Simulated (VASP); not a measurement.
A run of VASP 6.6.1 is set up as follows.

Contents of INCAR:

```
PREC     = Accurate       # precision mode
ENCUT    = 520            # plane-wave cutoff, eV
EDIFF    = 1E-7           # SCF threshold, eV
ISMEAR   = 0              # smearing method
SIGMA    = 0.05           # smearing width, eV
LREAL    = False          # projectors in reciprocal space
LASPH    = True           # aspherical terms in the spheres
NELM     = 100            # most SCF steps
ALGO     = Normal         # electronic algorithm
ISIF     = 2              # what is computed and relaxed
LWAVE    = False          # write WAVECAR
LCHARG   = False          # write CHGCAR
GGA      = PS             # functional
NBANDS   = 14             # bands
```

The input KPOINTS:

```
Automatic mesh
0
Gamma
  8 8 8
```

Contents of POSCAR:

```
NaCl
1.0
    0.0000000000      2.8317500000      2.8317500000
    2.8317500000      0.0000000000      2.8317500000
    2.8317500000      2.8317500000      0.0000000000
Na Cl
1 1
Direct
    0.0000000000      0.0000000000      0.0000000000
    0.4719080029      0.5280919971      0.5000000000
```

Potentials or basis: VASP PAW PBE potentials, release 64 (Na_pv, Cl).

Command:

```console
$ cat potpaw_PBE.64/Na_pv/POTCAR potpaw_PBE.64/Cl/POTCAR > POTCAR
$ mpirun -np 1 vasp_std > vasp.out
```

Q: Predict the pressure.

A: -0.6 GPa.

Q: Estimate the band gap on the k mesh.

A: 4.89 eV, direct.

Stress tensor (GPa, compression positive):
```
-0.57  0.05  0.00
 0.05 -0.57  0.00
 0.00  0.00 -0.80
```

Caveat: the cell differs from its parent crystal (all Cl atoms moved +0.113 Å, as atom 2 along Cartesian [1 -1 0]); the PAW data sets were made with another functional, which shifts forces and pressure a little. A k mesh can miss the band edges.
